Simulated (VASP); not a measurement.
# SbMo (P6_3/mmc) in VASP: notebook, part 2 of 2

VASP 6.6.1. The steps go on from the part before.

## Step 4: Relaxation of shape and atoms at fixed volume, PBE (23.76 Å³/atom)

This run uses another cell than the first one, of 23.76 Å³/atom.

File INCAR:

```
SYSTEM = SbMo
  PREC = Accurate
  ENCUT = 600
  EDIFF = 1E-6
  ISMEAR = 0
  SIGMA = 0.05
  LREAL = .FALSE.
  LASPH = .TRUE.
  NELM = 80
  ALGO = Normal
  ISIF = 4
  LWAVE = .FALSE.
  LCHARG = .FALSE.
  GGA = PE
  IBRION = 2
  NSW = 60
  EDIFFG = -0.01
```

File KPOINTS:

```
Automatic mesh
0
G
  10 10 6
  0 0 0
```

File POSCAR:

```
SbMo
1.0
    4.5280032415      0.0000000000      0.0000000000
   -2.2640016208      3.9213658356      0.0000000000
    0.0000000000      0.0000000000      5.3530149720
Mo Sb
2 2
Direct
    0.0000000000      0.0000000000      0.0000000000
    0.0000000000      0.0000000000      0.5000000000
    0.3333333333      0.6666666667      0.2500000000
    0.6666666667      0.3333333333      0.7500000000
```

Potentials or basis: VASP PAW PBE potentials, release 64 (Mo_sv, Sb).

Command:

```bash
> cat potpaw_PBE.64/Mo_sv/POTCAR potpaw_PBE.64/Sb/POTCAR > POTCAR
> mpirun -np 1 vasp_std > vasp.out
```

OUTCAR:

```text
SYSTEM = SbMo
   PREC = Accurate
   ENCUT = 600
   EDIFF = 1E-6
   ISMEAR = 0
   LREAL = .FALSE.
   LASPH = .TRUE.
   NELM = 80
   ISIF = 4
   GGA = PE
   IBRION = 2
   NSW = 60
   EDIFFG = -0.01

 ion  position               nearest neighbor table
   1  0.000  0.000  0.000-   2 2.68   2 2.68   4 2.94   3 2.94   4 2.94   3 2.94   4 2.94   3 2.94

   2  0.000  0.000  0.500-   1 2.68   1 2.68   4 2.94   3 2.94   4 2.94   3 2.94   4 2.94   3 2.94

   3  0.333  0.667  0.250-   1 2.94   2 2.94   1 2.94   2 2.94   1 2.94   2 2.94   4 3.74   4 3.74
                             4 3.74   4 3.74   4 3.74   4 3.74
   4  0.667  0.333  0.750-   1 2.94   2 2.94   1 2.94   2 2.94   1 2.94   2 2.94   3 3.74   3 3.74
                             3 3.74   3 3.74   3 3.74   3 3.74

  LATTYP: Found a hexagonal cell.
 ALAT       =     4.5280032415
 C/A-ratio  =     1.1822021069

  Lattice vectors:

 A1 = (   4.5280032415,   0.0000000000,   0.0000000000)
 A2 = (  -2.2640016208,   3.9213658356,   0.0000000000)
 A3 = (   0.0000000000,   0.0000000000,   5.3530149720)

Analysis of symmetry for initial positions (statically):
=====================================================================
 Subroutine PRICEL returns:
 Original cell was already a primitive cell.

 Routine SETGRP: Setting up the symmetry group for a
 hexagonal supercell.

 Subroutine GETGRP returns: Found 24 space group operations
 (whereof 12 operations were pure point group operations)
 out of a pool of 24 trial point group operations.

The static configuration has the point symmetry D_3d.
 The point group associated with its full space group is D_6h.

Analysis of symmetry for dynamics (positions and initial velocities):
=====================================================================
 Subroutine PRICEL returns:
 Original cell was already a primitive cell.

 Routine SETGRP: Setting up the symmetry group for a
 hexagonal supercell.

 Subroutine GETGRP returns: Found 24 space group operations
 (whereof 12 operations were pure point group operations)
 out of a pool of 24 trial point group operations.

The dynamic configuration has the point symmetry D_3d.
 The point group associated with its full space group is D_6h.

 Subroutine INISYM returns: Found 24 space group operations
 (whereof 12 operations are pure point group operations),
 and found     1 'primitive' translations

----------------------------------------------------------------------------------------

                                     Primitive cell

  volume of cell :      95.0479

  direct lattice vectors                    reciprocal lattice vectors
     4.528003242  0.000000000  0.000000000     0.220847898  0.127506594  0.000000000
    -2.264001621  3.921365836  0.000000000     0.000000000  0.255013187  0.000000000
     0.000000000  0.000000000  5.353014972     0.000000000  0.000000000  0.186810611

  length of vectors
     4.528003242  4.528003242  5.353014972     0.255013187  0.255013187  0.186810611

[... 43 lines left out ...]
  0.200000  0.000000  0.000000      6.000000
  0.300000  0.000000  0.000000      6.000000
  0.400000 -0.000000  0.000000      6.000000
  0.500000  0.000000  0.000000      3.000000
[... 16 lines left out ...]
  0.300000  0.100000  0.166667     24.000000
  0.400000  0.100000  0.166667     24.000000
 [... further k-points ...]
   k-points           NKPTS =     56   k-points in BZ     NKDIM =     56   number of bands    NBANDS=     23
   number of dos      NEDOS =    301   number of ions     NIONS =      4
   total plane-waves  NPLWV =  62208
   dimension x,y,z NGX =    36 NGY =   36 NGZ =   48
   dimension x,y,z NGXF=    72 NGYF=   72 NGZF=   96
   ions per type =               2   2
   NGX,Y,Z   is equivalent  to a cutoff of  13.22, 13.22, 14.91 a.u.
   NGXF,Y,Z  is equivalent  to a cutoff of  26.43, 26.43, 29.81 a.u.
 SYSTEM =  SbMo
   PREC   = accura    normal or accurate (medium, high low for compatibility)
   ISTART =      0    job   : 0-new  1-cont  2-samecut
   ICHARG =      2    charge: 1-file 2-atom 10-const
   ISPIN  =      1    spin polarized calculation?
   LNONCOLLINEAR =      F non collinear calculations
   LSORBIT =      F    spin-orbit coupling
   LASPH  =      T    aspherical Exc in radial PAW
   ENCUT  =  600.0 eV  44.10 Ry    6.64 a.u.   9.04  9.04 10.69*2*pi/ulx,y,z
   NELM   =     80;   NELMIN=  2; NELMDL= -5     # of ELM steps
   EDIFF  = 0.1E-05   stopping-criterion for ELM
   LREAL  =      F    real-space projection
   EDIFFG = -.1E-01   stopping-criterion for IOM
   NSW    =     60    number of steps for IOM
   IBRION =      2    ionic relax: 0-MD 1-quasi-New 2-CG
   NFREE  =      1    steps in history (QN), initial steepest desc. (CG)
   ISIF   =      4    stress and relaxation
   ISYM   =      2    0-nonsym 1-usesym 2-fastsym
   POTIM  = 0.5000    time-step for ionic-motion
   TEBEG  =    0.0;   TEEND  =   0.0 temperature during run
   PSTRESS=    0.0 pullay stress
   NELECT =      38.0000    total number of electrons
   NUPDOWN=      -1.0000    fix difference up-down
   EMIN   =  10.00;   EMAX   =-10.00  energy-range for DOS
   EFERMI =   0.00;   METHOD = LEGACY
   ISMEAR =     0;   SIGMA  =   0.05  broadening in eV -4-tet -1-fermi 0-gaus
   EFERMI_NEDOS =   21; number of points for ismear=-14 and -15
   IALGO  =     38    algorithm
   IMIX   =      4    mixing-type and parameters
     AMIX     =   0.40;   BMIX     =  1.00
     AMIX_MAG =   1.60;   BMIX_MAG =  1.00
  volume/ion in A,a.u.               =      23.76       160.35
  Fermi-wavevector in a.u.,A,eV,Ry     =   1.206022  2.279051 19.789521  1.454489
  Thomas-Fermi vector in A             =   2.341701
   LORBIT       =      0    0 simple, 1 ext, 2 COOP (PROOUT), +10 PAW based schemes
   GGA     = PE    functional components
   LHFCALC =     F    Hartree Fock is set to
   AEXX    =    0.0000 exact exchange contribution
   IVDW    =     0    specifies the selected vdW correction
   LEPSILON=     F    determine dielectric tensor
   LRPA    =     F    only Hartree local field effects (RPA)
 conjugate gradient relaxation of ions
 non-spin polarized calculation
 Gauss-broadening in eV      SIGMA  =   0.05
  energy-cutoff  :      600.00
  volume of cell :       95.05
 maximum number of plane-waves:      3204
   NGX = 19   NGY = 19   NGZ = 21

--------------------------------------- Ionic step        1  -------------------------------------------

 number of electron      37.9999996 magnetization

 Free energy of the ion-electron system (eV)
  ---------------------------------------------------
  ext. energy  EPLUGINS =         0.00000000
  ---------------------------------------------------
  free energy    TOTEN  =       -28.65657980 eV

  energy without entropy =      -28.65245676  energy(sigma->0) =      -28.65451828

------------------------ aborting loop because EDIFF is reached ----------------------------------------

  FORCE on cell =-STRESS in cart. coord.  units (eV):
  Direction    XX          YY          ZZ          XY          YZ          ZX
  --------------------------------------------------------------------------------------
  -------------------------------------------------------------------------------------
  Total       -5.7582090     -5.7582090     -6.1245151      0.0000000     -0.0000000      0.0000000
  in kB      -97.0633913    -97.0633913   -103.2380388      0.0000000     -0.0000000      0.0000000
  external PRESSURE =     -99.1216071 kB  Pullay stress =       0.0000000 kB
[... 63 lines left out ...]
--------------------------------------- Ionic step        3  -------------------------------------------

 number of electron      37.9999995 magnetization

 Free energy of the ion-electron system (eV)
  ---------------------------------------------------
  ext. energy  EPLUGINS =         0.00000000
  ---------------------------------------------------
  free energy    TOTEN  =       -28.65745909 eV

  energy without entropy =      -28.65355219  energy(sigma->0) =      -28.65550564

 E-fermi :   8.0222     XC(G=0): -10.7592

 val. band max:        8.0033205900   @ k =   0.4000   0.1000   0.5000
 cond. band min:       8.0227304736   @ k =   0.1000   0.1000   0.3333
 fundamental gap:      0.0194098836
 Fermi energy:         8.0221611100

 k-point     1 :       0.0000    0.0000    0.0000
  band No.  band energies     occupation
      1     -52.7276      2.00000
      2     -52.5818      2.00000
      3     -27.3293      2.00000
      4     -26.8152      2.00000
      5     -26.8152      2.00000
      6     -26.6776      2.00000
[... 613 lines left out ...]
     22       9.7659      0.00000
     23       9.8833      0.00000

 [... further k-points ...]

------------------------ aborting loop because EDIFF is reached ----------------------------------------

  FORCE on cell =-STRESS in cart. coord.  units (eV):
  Direction    XX          YY          ZZ          XY          YZ          ZX
  --------------------------------------------------------------------------------------
  -------------------------------------------------------------------------------------
  Total       -5.7876112     -5.7876112     -5.8314988      0.0000000      0.0000000      0.0000000
  in kB      -97.5590099    -97.5590099    -98.2988013      0.0000000      0.0000000      0.0000000
  external PRESSURE =     -97.8056071 kB  Pullay stress =       0.0000000 kB
[... 19 lines left out ...]
  FREE ENERGIE OF THE ION-ELECTRON SYSTEM (eV)
  ---------------------------------------------------
  free  energy   TOTEN  =       -28.6574590901 eV

  energy  without entropy=      -28.6535521940  energy(sigma->0) =      -28.65550564

 reached required accuracy - stopping structural energy minimisation
```

It took 1.8 min on 1 thread of Intel Xeon 6975P-C (Granite Rapids), shared host; peak memory 0.33 GiB.

What came out:

```
Free energy               : -28.6575 eV
Energy gained by relaxing : 0.2 meV/atom
Ionic steps               : 3
Pressure after relaxing   : -9.8 GPa
Band gap on the k mesh    : zero (bands 19 and 20 overlap by 1.25 eV)
```

Step by step:
```csv
step,energy change (eV),largest force (eV/Å),pressure (GPa),volume (Å³)
1,0.0000,0.0000,-9.91,95.05
2,-0.0008,0.0000,-9.84,95.05
3,-0.0009,0.0000,-9.78,95.05
```

Final structure:
```xyz
4
Lattice="4.5381 0.0000 0.0000 -2.2690 3.9301 0.0000 0.0000 0.0000 5.3293" Properties=species:S:1:pos:R:3 pbc="T T T"
Mo    0.0000    0.0000    0.0000
Mo    0.0000    0.0000    2.6646
Sb    0.0000    2.6201    1.3323
Sb    2.2690    1.3100    3.9970
```

Caveat: spin-orbit coupling is left out, which moves the levels of the heavy elements.

## Step 5: Overview

| cell | gap on the mesh (eV) | pressure (GPa) |
| --- | --- | --- |
| relaxed from a = 4.425, b = 4.425, c = 5.300 Å, angles 90.0, 90.0, 120.0°, 4 atoms | none | -4.6 |
| relaxed from a = 4.474, b = 4.474, c = 5.333 Å, angles 90.0, 90.0, 120.0°, 4 atoms | none | -7.4 |
| relaxed from a = 4.528, b = 4.528, c = 5.353 Å, angles 90.0, 90.0, 120.0°, 4 atoms | none | -9.8 |

Alike in all rows: task relaxation of shape and atoms at fixed volume; level PBE; potentials or basis VASP PAW PBE potentials, release 64 (Mo_sv, Sb); no spin polarisation; k mesh 10 × 10 × 6; cutoff (eV) 600; smearing gaussian 0.05 eV.

Caveats: spin-orbit coupling is left out, which moves the levels of the heavy elements.

Absolute energies hang on the potentials; compare differences alone.
